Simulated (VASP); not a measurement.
# Mo: single point with PBE

Mo:

```
Mo
1.0
     0.00000    2.07808    2.07808
     2.07808    0.00000    2.07808
     2.07808    2.07808    0.00000
Mo
1
Direct
  0.00000 0.00000 0.00000
```

This cell differs from its parent crystal: volume 17.948 Å^3 an atom, c/a of the conventional cell 1.0000.

| Item | Value |
| --- | --- |
| Program | VASP 6.6.1 |
| Task | single point |
| Functional | PBE |
| Potentials or basis | VASP PAW PBE potentials, release 64 (Mo_sv) |
| Cutoff | 520 eV |
| k mesh | 22 × 22 × 22 |
| Occupations | gaussian, width 0.15 eV |
| Spin | no spin polarisation |

| Property | Result |
| --- | --- |
| Pressure | -21.0 GPa |
| Band gap on the k mesh | zero (band 7 reaches 13.51 eV, above the bottom of band 8 at 9.55 eV) |

Levels at points of the mesh, in eV from the Fermi level:
| k point | band 4 | band 5 | band 6 | band 7 | band 8 | band 9 | band 10 | band 11 |
| --- | --- | --- | --- | --- | --- | --- | --- | --- |
| (0.00, 0.00, 0.00) | -34.34 | -6.37 | -0.57 | -0.57 | -0.57 | 1.69 | 1.69 | 13.00 |
| (0.50, 0.00, 0.00) | -34.46 | -4.08 | -0.72 | -0.72 | 1.23 | 3.42 | 3.42 | 9.52 |
| (0.50, 0.50, 0.00) | -34.66 | -4.25 | -3.64 | 3.38 | 3.43 | 3.91 | 3.91 | 11.58 |

It took 37 s on 1 thread of AMD EPYC 9R45 96-Core Processor (Zen 5), on a shared host, peak memory 0.16 GiB.
